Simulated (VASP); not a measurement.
Sc: relaxation of shape and atoms at fixed volume with PBEsol

Crystal: Sc.

```xyz
2
Lattice="2.7321 0.0000 0.0000 -1.3661 2.3661 0.0000 0.0000 0.0000 4.2574" Properties=species:S:1:pos:R:3 pbc="T T T"
Sc    0.0000    1.5774    1.0644
Sc    1.3661    0.7887    3.1931
```

| Item | Value |
| --- | --- |
| Program | VASP 6.6.1 |
| Task | relaxation of shape and atoms at fixed volume |
| Functional | PBEsol |
| Potentials or basis | VASP PAW PBE potentials, release 64 (Sc_sv) |
| Cutoff | 600 eV |
| k mesh | 15 × 15 × 8 |
| Occupations | fermi-dirac, width 0.1 eV |
| Spin | no spin polarisation |
| Dipole correction | no |
| Further INCAR settings | ALGO = Normal; EDIFF = 1e-06; IBRION = 2; EDIFFG = -0.005; NSW = 50; ISIF = 4 |

| Property | Result |
| --- | --- |
| Energy gained by relaxing | 1.3 meV/atom |
| Ionic steps | 3 |
| Pressure after relaxing | 67.9 GPa |
| Band gap on the k mesh | zero (band 11 reaches 9.89 eV, above the bottom of band 12 at 7.11 eV) |

The path:
| step | energy change (eV) | largest force (eV/Å) | pressure (GPa) | volume (Å³) |
| --- | --- | --- | --- | --- |
| 1 | 0.0000 | 0.0000 | 68.18 | 27.52 |
| 2 | -0.0014 | 0.0000 | 68.09 | 27.52 |
| 3 | -0.0026 | 0.0000 | 67.89 | 27.52 |

Final structure:
```xyz
2
Lattice="2.7104 0.0000 0.0000 -1.3552 2.3473 0.0000 0.0000 0.0000 4.3259" Properties=species:S:1:pos:R:3 pbc="T T T"
Sc    0.0000    1.5648    1.0815
Sc    1.3552    0.7824    3.2444
```

Levels at points of the mesh, in eV from the Fermi level:
```tsv
k point	band 7	band 8	band 9	band 10	band 11	band 12	band 13	band 14	band 15
(0.00, 0.00, 0.00)	-25.72	-25.65	-5.38	-2.65	2.09	2.09	2.34	3.00	3.00
(0.00, 0.00, 0.50)	-25.87	-25.87	-3.17	-3.17	1.25	1.25	2.00	2.00	2.00
```

Run time: 97 s on 1 thread of Intel Xeon 6975P-C, with other jobs on the host, peak memory 0.2 GiB.

Caveat: the PAW data sets were made with another functional, which shifts forces and pressure a little.
